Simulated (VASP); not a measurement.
# Ga2Sb3 (R-3m) in VASP: a series of runs

Ga2Sb3 is run at these levels: PBE; tasks: single point, relaxation of cell and atoms.

Everything below comes from runs of VASP 6.6.1. Logs are shortened: lines on timing, memory, paths and dates and some standing lists are left out, and cuts for length are marked.

**1. The cell of the first run**

Symmetry: R-3m, No. 166, trigonal system. The conventional cell has a = 4.235 Å, b = 4.235 Å, c = 25.516 Å, α = 90.00°, β = 90.00°, γ = 120.00°. Ga (site symmetry 3m) has 6 Sb at 2.86 to 3.11 Å within 3.8 Å. Sb (site symmetry -3m) has 6 Ga at 2.86 Å within 3.8 Å. Sb (site symmetry 3m) has 3 Sb at 2.97 Å and 3 Ga at 3.11 Å within 3.9 Å.

**2. Single point, PBE**

INCAR reads:

```
SYSTEM = Ga2Sb3
PREC = Accurate
ENCUT = 520
EDIFF = 1E-6
ISMEAR = 0
SIGMA = 0.1
LREAL = .False.
LASPH = .True.
NELM = 80
ALGO = Normal
ISIF = 2
LWAVE = .False.
LCHARG = .True.
GGA = PE
LELF = .True.
LVHAR = .True.
NBANDS = 28
```

KPOINTS reads:

```
Automatic mesh
0
Gamma
  6 6 6
  0 0 0
```

POSCAR reads:

```
Ga2Sb3
1.0
    2.1174034186      1.2224834337      8.5053393512
   -2.1174034186      1.2224834337      8.5053393512
    0.0000000000     -2.4449668674      8.5053393512
Ga Sb
2 3
Direct
    0.3918084627      0.3918084627      0.3918084627
    0.6081915373      0.6081915373      0.6081915373
    0.0000000000      0.0000000000      0.0000000000
    0.1996121455      0.1996121455      0.1996121455
    0.8003878545      0.8003878545      0.8003878545
```

Potentials or basis: VASP PAW PBE potentials, release 64 (Ga_d, Sb).

Started as:

```
$ cat potpaw_PBE.64/Ga_d/POTCAR potpaw_PBE.64/Sb/POTCAR > POTCAR
$ mpirun -np 1 vasp_std > vasp.out
```

OUTCAR:

```text
SYSTEM = Ga2Sb3
   PREC = Accurate
   ENCUT = 520
   EDIFF = 1E-6
   ISMEAR = 0
   LREAL = .False.
   LASPH = .True.
   NELM = 80
   ISIF = 2
   GGA = PE

 ion  position               nearest neighbor table
   1  0.392  0.392  0.392-   3 2.86   3 2.86   3 2.86   5 3.11   5 3.11   5 3.11
   2  0.608  0.608  0.608-   3 2.86   3 2.86   3 2.86   4 3.11   4 3.11   4 3.11
   3  0.000  0.000  0.000-   2 2.86   1 2.86   2 2.86   2 2.86   1 2.86   1 2.86
   4  0.200  0.200  0.200-   5 2.97   5 2.97   5 2.97   2 3.11   2 3.11   2 3.11
   5  0.800  0.800  0.800-   4 2.97   4 2.97   4 2.97   1 3.11   1 3.11   1 3.11

  LATTYP: Found a trigonal (rhomboedric) cell.
 ALAT       =     8.8497830743
 COS(alpha) =     0.8855088376

  Lattice vectors:

 A1 = (   2.1174034186,   1.2224834337,   8.5053393512)
 A2 = (  -2.1174034186,   1.2224834337,   8.5053393512)
 A3 = (   0.0000000000,  -2.4449668674,   8.5053393512)

Analysis of symmetry for initial positions (statically):
=====================================================================
 Subroutine PRICEL returns:
 Original cell was already a primitive cell.

 Routine SETGRP: Setting up the symmetry group for a
 trigonal (rhombohedral) supercell.

 Subroutine GETGRP returns: Found 12 space group operations
 (whereof 12 operations were pure point group operations)
 out of a pool of 12 trial point group operations.

The static configuration has the point symmetry D_3d.

Analysis of symmetry for dynamics (positions and initial velocities):
=====================================================================
 Subroutine PRICEL returns:
 Original cell was already a primitive cell.

 Routine SETGRP: Setting up the symmetry group for a
 trigonal (rhombohedral) supercell.

 Subroutine GETGRP returns: Found 12 space group operations
 (whereof 12 operations were pure point group operations)
 out of a pool of 12 trial point group operations.

The dynamic configuration has the point symmetry D_3d.

 Subroutine INISYM returns: Found 12 space group operations
 (whereof 12 operations are pure point group operations),
 and found     1 'primitive' translations

----------------------------------------------------------------------------------------

                                     Primitive cell

  volume of cell :     132.0959

  direct lattice vectors                    reciprocal lattice vectors
     2.117403419  1.222483434  8.505339351     0.236138279  0.136334499  0.039191068
    -2.117403419  1.222483434  8.505339351    -0.236138279  0.136334499  0.039191068
     0.000000000 -2.444966867  8.505339351     0.000000000 -0.272668998  0.039191068

  length of vectors
     8.849783074  8.849783074  8.849783074     0.275471092  0.275471092  0.275471092

  position of ions in fractional coordinates (direct lattice)
     0.391808463  0.391808463  0.391808463
     0.608191537  0.608191537  0.608191537
     0.000000000  0.000000000  0.000000000
     0.199612145  0.199612145  0.199612145
     0.800387855  0.800387855  0.800387855

  ion indices of the primitive-cell ions
   primitive index   ion index
                 1           1
                 2           2
                 3           3
                 4           4
                 5           5

----------------------------------------------------------------------------------------

 KPOINTS: Automatic mesh

Automatic generation of k-mesh.
 Grid dimensions read from file:
 generate k-points for:    6    6    6

 Generating k-lattice:

  Cartesian coordinates                     Fractional coordinates (reciprocal lattice)
     0.039356380  0.022722417  0.006531845     0.166666667 -0.000000000  0.000000000
    -0.039356380  0.022722417  0.006531845    -0.000000000  0.166666667  0.000000000
     0.000000000 -0.045444833  0.006531845     0.000000000  0.000000000  0.166666667

  Length of vectors
     0.045911849  0.045911849  0.045911849

  Shift w.r.t. Gamma in fractional coordinates (k-lattice)
     0.000000000  0.000000000  0.000000000

 Subroutine IBZKPT returns following result:
 ===========================================

 Found     32 irreducible k-points:

 Following reciprocal coordinates:
            Coordinates               Weight
  0.000000  0.000000  0.000000      1.000000
  0.166667  0.000000  0.000000      6.000000
  0.333333  0.000000  0.000000      6.000000
  0.500000  0.000000  0.000000      3.000000
  0.166667  0.166667  0.000000      6.000000
  0.333333  0.166667  0.000000     12.000000
[... 16 lines left out ...]
  0.500000  0.500000  0.166667      6.000000
 -0.333333  0.500000  0.166667     12.000000
 [... further k-points ...]
   k-points           NKPTS =     32   k-points in BZ     NKDIM =     32   number of bands    NBANDS=     28
   number of dos      NEDOS =    301   number of ions     NIONS =      5
   total plane-waves  NPLWV = 343000
   dimension x,y,z NGX =    70 NGY =   70 NGZ =   70
   dimension x,y,z NGXF=   140 NGYF=  140 NGZF=  140
   ions per type =               2   3
   NGX,Y,Z   is equivalent  to a cutoff of  13.15, 13.15, 13.15 a.u.
   NGXF,Y,Z  is equivalent  to a cutoff of  26.30, 26.30, 26.30 a.u.
 SYSTEM =  Ga2Sb3
   PREC   = accura    normal or accurate (medium, high low for compatibility)
   ISTART =      0    job   : 0-new  1-cont  2-samecut
   ICHARG =      2    charge: 1-file 2-atom 10-const
   ISPIN  =      1    spin polarized calculation?
   LNONCOLLINEAR =      F non collinear calculations
   LSORBIT =      F    spin-orbit coupling
   LASPH  =      T    aspherical Exc in radial PAW
   ENCUT  =  520.0 eV  38.22 Ry    6.18 a.u.  16.45 16.45 16.45*2*pi/ulx,y,z
   NELM   =     80;   NELMIN=  2; NELMDL= -5     # of ELM steps
   EDIFF  = 0.1E-05   stopping-criterion for ELM
   LREAL  =      F    real-space projection
   EDIFFG = 0.1E-04   stopping-criterion for IOM
   NSW    =      0    number of steps for IOM
   IBRION =     -1    ionic relax: 0-MD 1-quasi-New 2-CG
   NFREE  =      0    steps in history (QN), initial steepest desc. (CG)
   ISIF   =      2    stress and relaxation
   ISYM   =      2    0-nonsym 1-usesym 2-fastsym
   POTIM  = 0.5000    time-step for ionic-motion
   TEBEG  =    0.0;   TEEND  =   0.0 temperature during run
   PSTRESS=    0.0 pullay stress
   NELECT =      41.0000    total number of electrons
   NUPDOWN=      -1.0000    fix difference up-down
   EMIN   =  10.00;   EMAX   =-10.00  energy-range for DOS
   EFERMI =   0.00;   METHOD = LEGACY
   ISMEAR =     0;   SIGMA  =   0.10  broadening in eV -4-tet -1-fermi 0-gaus
   EFERMI_NEDOS =   21; number of points for ismear=-14 and -15
   IALGO  =     38    algorithm
   IMIX   =      4    mixing-type and parameters
     AMIX     =   0.40;   BMIX     =  1.00
     AMIX_MAG =   1.60;   BMIX_MAG =  1.00
  volume/ion in A,a.u.               =      26.42       178.29
  Fermi-wavevector in a.u.,A,eV,Ry     =   1.108425  2.094619 16.716197  1.228606
  Thomas-Fermi vector in A             =   2.244952
   LORBIT       =      0    0 simple, 1 ext, 2 COOP (PROOUT), +10 PAW based schemes
   GGA     = PE    functional components
   LHFCALC =     F    Hartree Fock is set to
   AEXX    =    0.0000 exact exchange contribution
   IVDW    =     0    specifies the selected vdW correction
   LEPSILON=     F    determine dielectric tensor
   LRPA    =     F    only Hartree local field effects (RPA)
 non-spin polarized calculation
 Gauss-broadening in eV      SIGMA  =   0.10
  energy-cutoff  :      520.00
  volume of cell :      132.10
 maximum number of plane-waves:      3580
 NGX is ok and might be reduce to    70
   NGX = 33   NGY = 33   NGZ = 33

 number of electron      41.0000001 magnetization

 Free energy of the ion-electron system (eV)
  ---------------------------------------------------
  ext. energy  EPLUGINS =         0.00000000
  ---------------------------------------------------
  free energy    TOTEN  =       -18.16013136 eV

  energy without entropy =      -18.15033046  energy(sigma->0) =      -18.15523091

 E-fermi :   6.0625     XC(G=0):  -9.8421

 val. band max:        6.0379168160   @ k =  -0.1667   0.1667   0.1667
 cond. band min:       6.2188950765   @ k =   0.5000   0.5000   0.3333
 fundamental gap:      0.1809782606
 Fermi energy:         6.0625368502

 k-point     1 :       0.0000    0.0000    0.0000
  band No.  band energies     occupation
      1      -8.6456      2.00000
      2      -8.6456      2.00000
      3      -8.6328      2.00000
      4      -8.6328      2.00000
      5      -8.6229      2.00000
      6      -8.6176      2.00000
[... 20 lines left out ...]
     27       8.8276      0.00000
     28      11.5907      0.00000

 k-point     2 :       0.1667    0.0000    0.0000
  band No.  band energies     occupation
      1      -8.6566      2.00000
      2      -8.6450      2.00000
      3      -8.6361      2.00000
      4      -8.6314      2.00000
      5      -8.6210      2.00000
      6      -8.6166      2.00000
[... 20 lines left out ...]
     27      10.1953      0.00000
     28      10.8429      0.00000

 k-point     3 :       0.3333    0.0000    0.0000
  band No.  band energies     occupation
      1      -8.6772      2.00000
      2      -8.6457      2.00000
      3      -8.6428      2.00000
      4      -8.6274      2.00000
      5      -8.6227      2.00000
      6      -8.6145      2.00000
[... 20 lines left out ...]
     27      10.2709      0.00000
     28      12.0962      0.00000

 k-point     4 :       0.5000    0.0000    0.0000
  band No.  band energies     occupation
      1      -8.6872      2.00000
      2      -8.6466      2.00000
      3      -8.6463      2.00000
      4      -8.6253      2.00000
      5      -8.6243      2.00000
      6      -8.6149      2.00000
[... 578 lines left out ...]
     27      10.4406      0.00000
     28      12.5802      0.00000

 k-point    23 :       0.5000    0.5000    0.1667
  band No.  band energies     occupation
      1      -8.6760      2.00000
      2      -8.6458      2.00000
      3      -8.6445      2.00000
      4      -8.6274      2.00000
      5      -8.6228      2.00000
      6      -8.6141      2.00000
[... 20 lines left out ...]
     27      11.2657      0.00000
     28      11.4741      0.00000

 k-point    24 :      -0.3333    0.5000    0.1667
  band No.  band energies     occupation
      1      -8.6816      2.00000
      2      -8.6506      2.00000
      3      -8.6430      2.00000
      4      -8.6298      2.00000
      5      -8.6212      2.00000
      6      -8.6146      2.00000
[... 20 lines left out ...]
     27      10.3195      0.00000
     28      10.7141      0.00000

 [... further k-points ...]

------------------------ aborting loop because EDIFF is reached ----------------------------------------

  FORCE on cell =-STRESS in cart. coord.  units (eV):
  Direction    XX          YY          ZZ          XY          YZ          ZX
  --------------------------------------------------------------------------------------
  -------------------------------------------------------------------------------------
  Total        0.1177116      0.1177116     -0.0195212     -0.0000000     -0.0000000      0.0000000
  in kB        1.4277109      1.4277109     -0.2367705     -0.0000000     -0.0000000      0.0000000
  external PRESSURE =       0.8728837 kB  Pullay stress =       0.0000000 kB

 VOLUME and BASIS-vectors are now :
 -----------------------------------------------------------------------------
  energy-cutoff  :      520.00
  volume of cell :      132.10
      direct lattice vectors                 reciprocal lattice vectors
     2.117403419  1.222483434  8.505339351     0.236138279  0.136334499  0.039191068
    -2.117403419  1.222483434  8.505339351    -0.236138279  0.136334499  0.039191068
     0.000000000 -2.444966867  8.505339351     0.000000000 -0.272668998  0.039191068

 POSITION                                       TOTAL-FORCE (eV/Angst)
 -----------------------------------------------------------------------------------
      0.00000      0.00000      9.99739         0.000000      0.000000     -0.001198
      0.00000      0.00000     15.51863         0.000000      0.000000      0.001198
      0.00000      0.00000      0.00000         0.000000      0.000000     -0.000000
      0.00000      0.00000      5.09331         0.000000      0.000000      0.022493
      0.00000      0.00000     20.42271         0.000000     -0.000000     -0.022493
 -----------------------------------------------------------------------------------
    total drift:                               -0.000000     -0.000000      0.000000

  FREE ENERGIE OF THE ION-ELECTRON SYSTEM (eV)
  ---------------------------------------------------
  free  energy   TOTEN  =       -18.1601313575 eV

  energy  without entropy=      -18.1503304638  energy(sigma->0) =      -18.15523091
```

Run time: 5 min. Hardware: 1 thread of Intel Xeon 6975P-C (Granite Rapids), shared host; peak memory 0.68 GiB.

What came out:

- Free energy: -18.1601 eV
- Pressure: 0.1 GPa
- Largest force: 0.022 eV/Å

Forces on the atoms (eV/Å):
```
Ga   0.000  0.000 -0.001
Ga   0.000  0.000  0.001
Sb   0.000  0.000  0.000
Sb   0.000  0.000  0.022
Sb   0.000  0.000 -0.022
```

Stress tensor (GPa, compression positive):
```
 0.14  0.00  0.00
 0.00  0.14  0.00
 0.00  0.00 -0.02
```

Caveat: spin-orbit coupling is left out, which moves the levels of the heavy elements.

**3. Relaxation of cell and atoms, PBE**

This run uses another cell than the first one, of 24.09 Å³/atom, 0.912 times its volume.

INCAR reads:

```
ALGO = Normal
EDIFF = 1E-7
EDIFFG = -0.04
ENCUT = 600
GGA = PE
IBRION = 2
ISIF = 3
ISMEAR = 0
LASPH = True
LCHARG = False
LREAL = False
LWAVE = False
NELM = 100
NSW = 90
PREC = Accurate
SIGMA = 0.1
```

KPOINTS reads:

```
k-points
0
Gamma
  6 6 6
```

POSCAR reads:

```
Ga2Sb3
1.0
    1.9574471670      1.1301326488      9.0737605451
   -1.9574471670      1.1301326488      9.0737605451
    0.0000000000     -2.2602652975      9.0737605451
Ga Sb
2 3
Direct
    0.4000000000      0.4000000000      0.4000000000
    0.6000000000      0.6000000000      0.6000000000
    0.0000000000      0.0000000000      0.0000000000
    0.2095000000      0.2095000000      0.2095000000
    0.7905000000      0.7905000000      0.7905000000
```

Potentials or basis: VASP PAW PBE potentials, release 64 (Ga_d, Sb).

Started as:

```
$ cat potpaw_PBE.64/Ga_d/POTCAR potpaw_PBE.64/Sb/POTCAR > POTCAR
$ mpirun -np 1 vasp_std > vasp.out
```

Wall time 55 min (1 thread of Intel Xeon 6975P-C (Granite Rapids), shared host); peak memory 1.1 GiB.

It converged, with:

```
Free energy                            : -18.1593 eV
Relaxed volume                         : 26.48 Å³/atom
Relaxed cell                           : a = 8.840 Å, b = 8.840 Å, c = 8.840 Å, α = 27.77°, β = 27.77°, γ = 27.77°
Space group after relaxing (to 0.05 Å) : R-3m (No. 166)
Energy gained by relaxing              : 88.5 meV/atom
Ionic steps                            : 15
Pressure after relaxing                : 0.0 GPa
Largest force after relaxing           : 0.012 eV/Å
```

Forces on the atoms (eV/Å):
```
Ga   0.000  0.000  0.005
Ga   0.000  0.000 -0.005
Sb   0.000  0.000  0.000
Sb   0.000  0.000  0.012
Sb   0.000  0.000 -0.012
```

Step by step:
```
step  energy change (eV)  largest force (eV/Å)  pressure (GPa)  volume (Å³)
   1              0.0000                0.5426            3.45       120.44
   2             -0.1264                0.3671           -1.07       129.69
   3             -0.1265                0.3676           -1.04       129.59
   4             -0.1958                0.3799           -0.86       128.98
   5             -0.3296                0.3623            0.45       126.70
   6             -0.3320                0.3263            1.38       125.29
   7             -0.3389                0.3026            1.01       125.84
   8             -0.3725                0.3208           -0.36       130.26
   9             -0.3725                0.3212           -0.32       130.20
  10             -0.4109                0.2029            0.13       130.17
  11             -0.4230                0.2497            0.66       130.13
  12             -0.4379                0.0531           -0.71       134.33
  13             -0.4400                0.0410           -0.37       133.22
  14             -0.4415                0.0346            0.19       131.89
  15             -0.4424                0.0115           -0.04       132.39
```

Final structure:
```
Ga Sb
1.0
     2.12118    1.22467    8.49362
    -2.12118    1.22467    8.49362
     0.00000   -2.44933    8.49362
Ga Sb
2 3
Direct
  0.39166 0.39166 0.39166
  0.60834 0.60834 0.60834
  0.00000 0.00000 0.00000
  0.19963 0.19963 0.19963
  0.80037 0.80037 0.80037
```

Levels at points of the mesh, in eV from the Fermi level:
| k point | band 17 | band 18 | band 19 | band 20 | band 21 | band 22 | band 23 | band 24 |
| --- | --- | --- | --- | --- | --- | --- | --- | --- |
| (0.00, 0.00, 0.00) | -0.84 | -0.14 | -0.14 | 1.01 | 1.04 | 1.28 | 1.28 | 2.26 |
| (0.50, 0.00, 0.00) | -2.37 | -1.88 | -1.58 | -1.35 | -0.74 | 0.19 | 2.11 | 2.89 |
| (0.50, 0.50, 0.00) | -3.28 | -2.67 | -2.39 | -1.17 | 0.46 | 0.50 | 0.65 | 2.85 |
| (0.50, 0.50, 0.50) | -0.82 | -0.12 | -0.12 | -0.12 | 0.93 | 0.93 | 1.19 | 2.20 |

Caveat: spin-orbit coupling is left out, which moves the levels of the heavy elements.
